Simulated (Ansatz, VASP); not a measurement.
WC in VASP and in Ansatz

The input POSCAR:

```
WC
1.0
    0.0000000000      2.1954248550      2.1954248550
    2.1926840000      0.0027408550      2.1926840000
    2.1926840000      2.1926840000      0.0027408550
W C
1 1
Direct
    0.0000000000      0.0000000000      0.0000000000
    0.5000000000      0.5000000000      0.5000000000
```

INCAR.step1

```
PREC = Accurate
ENCUT = 520
ISMEAR = 0
SIGMA = 0.15
LREAL = F
LASPH = T
NELM = 60
NBANDS = 16
GGA = PE
ALGO = Normal
EDIFF = 1E-4
LWAVE = T
LCHARG = F
```

INCAR.step2

```
PREC = Accurate
ENCUT = 520
EDIFF = 1E-6
ISMEAR = 0
SIGMA = 0.15
LREAL = F
LASPH = T
NELM = 60
ALGO = Normal
ISIF = 2
LWAVE = F
LCHARG = F
METAGGA = R2SCAN
LMIXTAU = T
NBANDS = 16
ISTART = 1
```

Contents of KPOINTS:

```
regular mesh
0
Gamma
  18 18 18
```

Input for Ansatz:

```yaml
crystal:
  lattice:
    - [0.0, 2.195424855, 2.195424855]
    - [2.192684, 0.002740855, 2.192684]
    - [2.192684, 2.192684, 0.002740855]
  atoms:
    - { symbol: W, position: [0.0, 0.0, 0.0] }
    - { symbol: C, position: [0.5, 0.5, 0.5] }
basis:
  ecutwfc: 500
kpoints:
  mp_grid: { grid: [18, 18, 18] }
hamiltonian:
  xc: r2scan
scf:
  occupations: { method: gaussian, width: 0.15 }
output:
  forces: true
  stress: true
  eigenvalues: true
```

Change from the starting cell: strain +0.0025 x Voigt [0, 0, 0, 1, 0, 0], atoms carried along.

Alike in both runs: task single point; functional r2SCAN; k mesh 18 × 18 × 18; occupations gaussian, width 0.15 eV; no spin polarisation.

|  | VASP | Ansatz |
| --- | --- | --- |
| version | VASP 6.6.1 | Ansatz 0.2.0 |
| potentials or method | VASP PAW PBE potentials, release 64 (W_sv, C), cutoff 520 eV | scalar-relativistic, plane waves, PAW |
| valence electrons in the cell | 18 | 18 |

|  | VASP | Ansatz | Ansatz less VASP |
| --- | --- | --- | --- |
| gap on the k mesh at the Fermi level (eV) | none | none | - |
| pressure (GPa) | -3.7 | -5.2 | -1.59 |
| traceless stress, the component that is largest in VASP (GPa) | -0.39 | -0.39 | 0.000 |

VASP's potentials were made for PBE, not for r2SCAN. A gap of «none» marks a metal or a gap that the smearing closes.

Neither program's run includes spin-orbit coupling.
